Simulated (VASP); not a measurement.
# Hf2NbN2 (P-6m2) in VASP: a series of runs, part 2 of 2

VASP 6.6.1. Earlier steps stand in the parts before.

## (5) Single point, PBE, collinear spin

The input, INCAR:

```
PREC = Accurate ; ENCUT = 520
EDIFF = 1E-6 ; ISMEAR = 0
SIGMA = 0.1 ; LREAL = F
LASPH = T ; NELM = 150
ALGO = Normal ; ISIF = 2
LWAVE = F ; LCHARG = F
ISPIN = 2 ; MAGMOM = 0.15 0.04 0.15 0 0
LORBIT = 11 ; LMAXMIX = 4
GGA = PE ; NBANDS = 34
```

The input, KPOINTS:

```
regular mesh
0
Gamma
  6 6 4
```

The input, POSCAR:

```
Hf2NbN2
1.0
    4.1700925900      0.0000000000      0.0000000000
   -2.0850462900      3.6114061200      0.0000000000
    0.0000000000      0.0000000000      5.0022527600
Hf Nb N
2 1 2
Direct
    0.0000000000      0.0000000000      0.5000000000
    0.3333333300      0.6666666700      0.5000000000
    0.0000000000      0.0000000000      0.0000000000
    0.3333333300      0.6666666700      0.8204195300
    0.3333333300      0.6666666700      0.1795804700
```

Potentials or basis: VASP PAW PBE potentials, release 64 (Hf_pv, Nb_sv, N).

Launch:

```console
> cat potpaw_PBE.64/Hf_pv/POTCAR potpaw_PBE.64/Nb_sv/POTCAR potpaw_PBE.64/N/POTCAR > POTCAR
> mpirun -np 1 vasp_std > vasp.out
```

OUTCAR:

```text
PREC = Accurate
   ENCUT = 520
   EDIFF = 1E-6
   ISMEAR = 0
   LREAL = F
   LASPH = T
   NELM = 150
   ISIF = 2
   ISPIN = 2
   LORBIT = 11
   GGA = PE

 ion  position               nearest neighbor table
   1  0.000  0.000  0.500-   2 2.41   2 2.41   2 2.41   3 2.50   3 2.50
   2  0.333  0.667  0.500-   4 1.60   5 1.60   1 2.41   1 2.41   1 2.41
   3  0.000  0.000  0.000-   1 2.50   1 2.50
   4  0.333  0.667  0.820-   2 1.60
   5  0.333  0.667  0.180-   2 1.60

  LATTYP: Found a hexagonal cell.
 ALAT       =     4.1700925900
 C/A-ratio  =     1.1995543629

  Lattice vectors:

 A1 = (   4.1700925900,   0.0000000000,   0.0000000000)
 A2 = (  -2.0850462900,   3.6114061200,   0.0000000000)
 A3 = (   0.0000000000,   0.0000000000,   5.0022527600)

Analysis of symmetry for initial positions (statically):
=====================================================================
 Subroutine PRICEL returns:
 Original cell was already a primitive cell.

 Routine SETGRP: Setting up the symmetry group for a
 hexagonal supercell.

 Subroutine GETGRP returns: Found 12 space group operations
 (whereof 12 operations were pure point group operations)
 out of a pool of 24 trial point group operations.

The static configuration has the point symmetry D_3h.

Analysis of symmetry for dynamics (positions and initial velocities):
=====================================================================
 Subroutine PRICEL returns:
 Original cell was already a primitive cell.

 Routine SETGRP: Setting up the symmetry group for a
 hexagonal supercell.

 Subroutine GETGRP returns: Found 12 space group operations
 (whereof 12 operations were pure point group operations)
 out of a pool of 24 trial point group operations.

The dynamic configuration has the point symmetry D_3h.

Analysis of structural, dynamic, and magnetic symmetry:
=====================================================================
 Subroutine PRICEL returns:
 Original cell was already a primitive cell.

 Routine SETGRP: Setting up the symmetry group for a
 hexagonal supercell.

 Subroutine GETGRP returns: Found 12 space group operations
 (whereof 12 operations were pure point group operations)
 out of a pool of 24 trial point group operations.

The overall configuration has the point symmetry D_3h.

 Subroutine INISYM returns: Found 12 space group operations
 (whereof 12 operations are pure point group operations),
 and found     1 'primitive' translations

----------------------------------------------------------------------------------------

                                     Primitive cell

  volume of cell :      75.3334

  direct lattice vectors                    reciprocal lattice vectors
     4.170092590  0.000000000  0.000000000     0.239802829  0.138450227  0.000000000
    -2.085046290  3.611406120  0.000000000     0.000000000  0.276900456  0.000000000
     0.000000000  0.000000000  5.002252760     0.000000000  0.000000000  0.199909930

  length of vectors
     4.170092590  4.170092588  5.002252760     0.276900455  0.276900456  0.199909930
[... 75 lines left out ...]
   ISTART =      0    job   : 0-new  1-cont  2-samecut
   ICHARG =      2    charge: 1-file 2-atom 10-const
   ISPIN  =      2    spin polarized calculation?
   LNONCOLLINEAR =      F non collinear calculations
   LSORBIT =      F    spin-orbit coupling
   LASPH  =      T    aspherical Exc in radial PAW
   ENCUT  =  520.0 eV  38.22 Ry    6.18 a.u.   7.75  7.75  9.30*2*pi/ulx,y,z
   NELM   =    150;   NELMIN=  2; NELMDL= -5     # of ELM steps
   EDIFF  = 0.1E-05   stopping-criterion for ELM
   LREAL  =      F    real-space projection
[... 7 lines left out ...]
   TEBEG  =    0.0;   TEEND  =   0.0 temperature during run
   PSTRESS=    0.0 pullay stress
   NELECT =      43.0000    total number of electrons
   NUPDOWN=      -1.0000    fix difference up-down
   EMIN   =  10.00;   EMAX   =-10.00  energy-range for DOS
   EFERMI =   0.00;   METHOD = LEGACY
   ISMEAR =     0;   SIGMA  =   0.10  broadening in eV -4-tet -1-fermi 0-gaus
   EFERMI_NEDOS =   21; number of points for ismear=-14 and -15
   IALGO  =     38    algorithm
   IMIX   =      4    mixing-type and parameters
     AMIX     =   0.40;   BMIX     =  1.00
     AMIX_MAG =   1.60;   BMIX_MAG =  1.00
  volume/ion in A,a.u.               =      15.07       101.67
  Fermi-wavevector in a.u.,A,eV,Ry     =   1.358006  2.566260 25.091605  1.844181
  Thomas-Fermi vector in A             =   2.484876
   LORBIT       =     11    0 simple, 1 ext, 2 COOP (PROOUT), +10 PAW based schemes
   GGA     = PE    functional components
   LHFCALC =     F    Hartree Fock is set to
   AEXX    =    0.0000 exact exchange contribution
   IVDW    =     0    specifies the selected vdW correction
   LEPSILON=     F    determine dielectric tensor
   LRPA    =     F    only Hartree local field effects (RPA)
 spin polarized calculation
 Gauss-broadening in eV      SIGMA  =   0.10
  energy-cutoff  :      520.00
  volume of cell :       75.33
 maximum number of plane-waves:      2048
 NGX is ok and might be reduce to    32
   NGX = 15   NGY = 15   NGZ = 19

 number of electron      42.9999998 magnetization       0.0457957

 number of electron      42.9999997 magnetization      -0.7646820

 Free energy of the ion-electron system (eV)
  ---------------------------------------------------
  ext. energy  EPLUGINS =         0.00000000
  ---------------------------------------------------
  free energy    TOTEN  =       -30.26075943 eV

  energy without entropy =      -30.23506928  energy(sigma->0) =      -30.24791436

 E-fermi :   6.7117     XC(G=0): -11.4001

 val. band max:        6.7109887192   @ k =   0.3333   0.1667   0.2500
 cond. band min:       6.7201953801   @ k =   0.3333   0.0000   0.5000
 fundamental gap:      0.0092066609
 Fermi energy:         6.7116660003

 spin component 1

 k-point     1 :       0.0000    0.0000    0.0000
  band No.  band energies     occupation
      1     -48.8969      1.00000
      2     -26.0231      1.00000
      3     -25.3184      1.00000
      4     -25.0968      1.00000
      5     -25.0968      1.00000
      6     -24.4399      1.00000
[... 745 lines left out ...]
     32      12.0378      0.00000
     33      12.0553      0.00000
 Fermi energy:         6.7116660003

 spin component 2

 k-point     1 :       0.0000    0.0000    0.0000
  band No.  band energies     occupation
      1     -49.0188      1.00000
      2     -26.0886      1.00000
      3     -25.3713      1.00000
      4     -25.2646      1.00000
      5     -25.2646      1.00000
      6     -24.6007      1.00000
[... 745 lines left out ...]
     32      11.8396      0.00000
     33      11.9074      0.00000
 [bands above 33 left out]

------------------------ aborting loop because EDIFF is reached ----------------------------------------

  FORCE on cell =-STRESS in cart. coord.  units (eV):
  Direction    XX          YY          ZZ          XY          YZ          ZX
  --------------------------------------------------------------------------------------
  -------------------------------------------------------------------------------------
  Total       12.4286112     12.4286112     69.7537399      0.0000000      0.0000000      0.0000000
  in kB      264.3294322    264.3294324   1483.5098020      0.0000004      0.0000000      0.0000000
  external PRESSURE =     670.7228889 kB  Pullay stress =       0.0000000 kB

 VOLUME and BASIS-vectors are now :
 -----------------------------------------------------------------------------
  energy-cutoff  :      520.00
  volume of cell :       75.33
      direct lattice vectors                 reciprocal lattice vectors
     4.170092590  0.000000000  0.000000000     0.239802829  0.138450227  0.000000000
    -2.085046290  3.611406120  0.000000000     0.000000000  0.276900456  0.000000000
     0.000000000  0.000000000  5.002252760     0.000000000  0.000000000  0.199909930

 POSITION                                       TOTAL-FORCE (eV/Angst)
 -----------------------------------------------------------------------------------
      0.00000      0.00000      2.50113         0.000000     -0.000000      0.000000
     -0.00000      2.40760      2.50113         0.000000     -0.000000      0.000000
      0.00000      0.00000      0.00000         0.000000      0.000000      0.000000
     -0.00000      2.40760      4.10395        -0.000000      0.000000     20.436741
     -0.00000      2.40760      0.89831         0.000000      0.000000    -20.436741
 -----------------------------------------------------------------------------------
    total drift:                                0.000043     -0.000025     -0.000000

  FREE ENERGIE OF THE ION-ELECTRON SYSTEM (eV)
  ---------------------------------------------------
  free  energy   TOTEN  =       -30.2607594331 eV

  energy  without entropy=      -30.2350692777  energy(sigma->0) =      -30.24791436

 total charge

# of ion       s       p       d       tot
------------------------------------------
    1        0.480   6.357   2.393   9.230
    2        0.582   7.129   3.331  11.043
    3        2.115   5.942   2.658  10.715
    4        1.357   2.401   0.000   3.758
    5        1.357   2.401   0.000   3.758
--------------------------------------------------
tot          5.892  24.230   8.383  38.505

 magnetization (x)

# of ion       s       p       d       tot
------------------------------------------
    1       -0.022  -0.026  -0.215  -0.263
    2       -0.017  -0.016  -0.180  -0.213
    3       -0.001  -0.003  -0.173  -0.177
    4       -0.000   0.000   0.000  -0.000
    5       -0.000   0.000   0.000  -0.000
--------------------------------------------------
tot         -0.040  -0.045  -0.568  -0.653
```

OSZICAR:

```text
N       E                     dE             d eps       ncg     rms          rms(c)
DAV:   1     0.323602702267E+03    0.32360E+03   -0.22877E+04  2856   0.124E+03
DAV:   2    -0.160010600604E+02   -0.33960E+03   -0.32082E+03  3472   0.403E+02
DAV:   3    -0.372961197032E+02   -0.21295E+02   -0.20429E+02  4488   0.808E+01
DAV:   4    -0.382458045205E+02   -0.94968E+00   -0.93884E+00  4076   0.154E+01
[... 18 lines left out ...]
DAV:  23    -0.302607567168E+02   -0.50322E-05   -0.53181E-05  3990   0.316E-02    0.431E-02
DAV:  24    -0.302607584486E+02   -0.17318E-05   -0.20811E-05  3162   0.217E-02    0.116E-02
DAV:  25    -0.302607599899E+02   -0.15414E-05   -0.40258E-06  2788   0.907E-03    0.720E-03
DAV:  26    -0.302607594331E+02    0.55680E-06   -0.13075E-06  1794   0.646E-03
   1 F= -.30260759E+02 E0= -.30247914E+02  d E =-.256902E-01  mag=    -0.7640
```

stdout:

```text
POSCAR found type information on POSCAR HfNbN
 POSCAR found :  3 types and       5 ions
 scaLAPACK will be used
 LDA part: xc-table for (Slater+PW92), standard interpolation
 POSCAR, INCAR and KPOINTS ok, starting setup
 FFT: planning ... GRIDC
 FFT: planning ... GRID_SOFT
 FFT: planning ... GRID
 WAVECAR not read
 entering main loop
```

Run time: 2.4 min. Hardware: 1 thread of Intel Xeon Platinum 8488C (Sapphire Rapids), shared host; peak memory 0.27 GiB.

What came out:

```
Free energy                                           : -30.2608 eV
Pressure                                              : 67.1 GPa
Largest force                                         : 20.437 eV/Å
Net moment                                            : -0.76 μB per cell
Site moments                                          : Hf -0.26, -0.21; Nb -0.18; N -0.00 μB
Valence electrons inside the program's atomic spheres : Hf 9.23, 11.04; Nb 10.71; N 3.76
```

Forces in eV/Å, atoms in the order of the input:
```
Hf    0.000   0.000   0.000
Hf    0.000   0.000   0.000
Nb    0.000   0.000   0.000
N     0.000   0.000  20.437
N     0.000   0.000 -20.437
```

Caveat: the cell stands under pressure; spin-orbit coupling is left out, which moves the levels of the heavy elements; forces of over 1 eV/Å act on the atoms, so gaps and moduli don't describe the material at rest.

## (6) Single point, PBE

This run uses another cell than the first one, of 20.92 Å³/atom.

The input, INCAR:

```
SYSTEM = Hf2NbN2
ALGO = Normal
EDIFF = 1E-6
ENCUT = 520
GGA = PE
ISIF = 2
ISMEAR = 0
LASPH = .True.
LCHARG = .True.
LELF = .True.
LREAL = .False.
LVHAR = .True.
LWAVE = .False.
NBANDS = 30
NELM = 100
PREC = Accurate
SIGMA = 0.1
```

The input, KPOINTS:

```
k-points
0
Gamma
  12 12 8
  0 0 0
```

The input, POSCAR:

```
Hf2NbN2
1.0
    4.7161300698      0.0000000000      0.0000000000
   -2.3580650349      4.0842884480      0.0000000000
    0.0000000000      0.0000000000      5.4294788342
Hf Nb N
2 1 2
Direct
    0.0000000000      0.0000000000      0.5000000000
    0.3333333333      0.6666666667      0.5000000000
    0.0000000000      0.0000000000      0.0000000000
    0.3333333333      0.6666666667      0.8848258220
    0.3333333333      0.6666666667      0.1151741780
```

Potentials or basis: VASP PAW PBE potentials, release 64 (Hf_pv, Nb_sv, N).

Launch:

```console
> cat potpaw_PBE.64/Hf_pv/POTCAR potpaw_PBE.64/Nb_sv/POTCAR potpaw_PBE.64/N/POTCAR > POTCAR
> mpirun -np 1 vasp_std > vasp.out
```

It took 8.9 min on 1 thread of Intel Xeon Platinum 8488C (Sapphire Rapids), shared host; peak memory 0.42 GiB.

Results (log left out):

```
Free energy            : -40.3009 eV
Pressure               : -0.3 GPa
Largest force          : 0.261 eV/Å
Band gap on the k mesh : zero (an odd number of electrons rules out a gap without spin polarisation)
```

Forces on the atoms (eV/Å):
```
Hf   0.000  0.000  0.000
Hf   0.000  0.000  0.000
Nb   0.000  0.000  0.000
N    0.000  0.000 -0.261
N    0.000  0.000  0.261
```

Stress tensor (GPa, compression positive):
```
-0.23  0.00  0.00
 0.00 -0.23  0.00
 0.00  0.00 -0.35
```

Levels at points of the mesh, in eV from the Fermi level:
```tsv
k point	band 19	band 20	band 21	band 22	band 23	band 24
(0.00, 0.00, 0.00)	-2.01	0.11	0.11	0.36	0.36	0.41
(0.50, 0.00, 0.00)	-1.59	-1.13	-0.53	-0.32	-0.01	0.59
(0.00, 0.00, 0.50)	-0.39	0.10	0.17	0.17	0.28	0.28
(0.50, 0.00, 0.50)	-1.11	-0.54	-0.21	-0.02	0.01	0.64
```

Caveat: the standard files for N, O and F lose accuracy on very short bonds; spin-orbit coupling is left out, which moves the levels of the heavy elements.

## (7) Relaxation of cell and atoms, PBE

This run uses another cell than the first one, of 20.83 Å³/atom.

The input, INCAR:

```
PREC = Accurate
ENCUT = 600
EDIFF = 1E-6
ISMEAR = 0
SIGMA = 0.1
LREAL = False
LASPH = True
NELM = 80
ALGO = Normal
ISIF = 3
LWAVE = False
LCHARG = False
GGA = PE
IBRION = 2
NSW = 100
EDIFFG = -0.01
```

The input, KPOINTS:

```
regular mesh
0
Gamma
  12 12 8
```

The input, POSCAR:

```
Hf2NbN2
1.0
    4.6992878014      0.0000000000      0.0000000000
   -2.3496439007      4.0697026157      0.0000000000
    0.0000000000      0.0000000000      5.4452665582
Hf Nb N
2 1 2
Direct
    0.0000000000      0.0000000000      0.5000000000
    0.3333333333      0.6666666667      0.5000000000
    0.0000000000      0.0000000000      0.0000000000
    0.3333333333      0.6666666667      0.8850546991
    0.3333333333      0.6666666667      0.1149453009
```

Launch:

```console
> cat potpaw_PBE.64/Hf_pv/POTCAR potpaw_PBE.64/Nb_sv/POTCAR potpaw_PBE.64/N/POTCAR > POTCAR
> mpirun -np 1 vasp_std > vasp.out
```

Run time: 16 min. Hardware: 1 thread of Intel Xeon 6975P-C (Granite Rapids), shared host; peak memory 0.52 GiB.

The run converged. Its results:

- Free energy: -40.3063 eV
- Relaxed volume: 20.73 Å³/atom
- Relaxed cell: a = 4.698 Å, b = 4.698 Å, c = 5.424 Å, α = 90.00°, β = 90.00°, γ = 120.00°
- Space group after relaxing (to 0.1 Å): P-6m2 (No. 187)
- Energy gained by relaxing: 0.6 meV/atom
- Ionic steps: 5
- Pressure after relaxing: 0.0 GPa
- Band gap on the k mesh: zero (an odd number of electrons rules out a gap without spin polarisation)

Step by step:
| step | energy change (eV) | largest force (eV/Å) | pressure (GPa) | volume (Å³) |
| --- | --- | --- | --- | --- |
| 1 | 0.0000 | 0.3157 | -0.47 | 104.14 |
| 2 | 0.0064 | 0.8387 | 0.24 | 103.22 |
| 3 | -0.0028 | 0.1011 | -0.24 | 103.81 |
| 4 | -0.0008 | 0.2944 | 0.74 | 103.28 |
| 5 | -0.0031 | 0.0003 | 0.03 | 103.67 |

Final structure:
```
CELL_PARAMETERS angstrom
4.69794 0.00000 0.00000
-2.34897 4.06854 0.00000
0.00000 0.00000 5.42384
ATOMIC_POSITIONS crystal
Hf 0.00000 0.00000 0.50000
Hf 0.33333 0.66667 0.50000
Nb 0.00000 0.00000 0.00000
N 0.33333 0.66667 0.88417
N 0.33333 0.66667 0.11583
```

Levels at points of the mesh, in eV from the Fermi level:
```csv
k point,band 18,band 19,band 20,band 21,band 22,band 23,band 24,band 25
"(0.00, 0.00, 0.00)",-2.67,-2.02,0.11,0.11,0.38,0.38,0.41,1.31
"(0.50, 0.00, 0.00)",-2.72,-1.62,-1.11,-0.53,-0.32,0.00,0.61,0.72
"(0.00, 0.00, 0.50)",-1.36,-0.38,0.10,0.16,0.16,0.27,0.27,1.20
"(0.50, 0.00, 0.50)",-1.69,-1.12,-0.54,-0.21,-0.03,0.00,0.66,0.72
```

Caveat: the standard files for N, O and F lose accuracy on very short bonds; spin-orbit coupling is left out, which moves the levels of the heavy elements.

## (8) Summary

| task | spin | cell | k mesh | cutoff (eV) | gap on the mesh (eV) | pressure (GPa) | relaxed volume (Å³/atom) | largest force (eV/Å) |
| --- | --- | --- | --- | --- | --- | --- | --- | --- |
| single point | off | a = 4.170, b = 4.170, c = 5.002 Å, angles 90.0, 90.0, 120.0°, 5 atoms, atomic positions A | 6 × 6 × 4 | 520 | none | 66.9 | - | 20.41 |
| single point | off | a = 4.699, b = 4.699, c = 5.445 Å, angles 90.0, 90.0, 120.0°, 5 atoms, atomic positions B | 6 × 6 × 4 | 520 | none | -0.3 | - | 0.28 |
| relaxation of cell and atoms | off | relaxed from a = 4.170, b = 4.170, c = 5.002 Å, angles 90.0, 90.0, 120.0°, 5 atoms, atomic positions A | 6 × 6 × 4 | 600 | none | 0.0 | 20.66 | - |
| single point | collinear | a = 4.170, b = 4.170, c = 5.002 Å, angles 90.0, 90.0, 120.0°, 5 atoms, atomic positions A | 6 × 6 × 4 | 520 | none | 67.1 | - | 20.44 |
| single point | off | a = 4.716, b = 4.716, c = 5.429 Å, angles 90.0, 90.0, 120.0°, 5 atoms, atomic positions B | 12 × 12 × 8 | 520 | none | -0.3 | - | 0.26 |
| relaxation of cell and atoms | off | relaxed from a = 4.699, b = 4.699, c = 5.445 Å, angles 90.0, 90.0, 120.0°, 5 atoms, atomic positions B | 12 × 12 × 8 | 600 | none | 0.0 | 20.73 | - |

Alike in all rows: level PBE; potentials or basis VASP PAW PBE potentials, release 64 (Hf_pv, Nb_sv, N); smearing gaussian 0.1 eV.

Caveats: spin-orbit coupling is left out, which moves the levels of the heavy elements; the standard files for N, O and F lose accuracy on very short bonds (at least some runs); the cell stands under pressure (at least some runs); forces of over 1 eV/Å act on the atoms, so gaps and moduli don't describe the material at rest (at least some runs); the volume moved by over 15 % at a fixed basis, so the end points are rough (at least some runs).

Absolute energies hang on the potentials; compare differences alone.
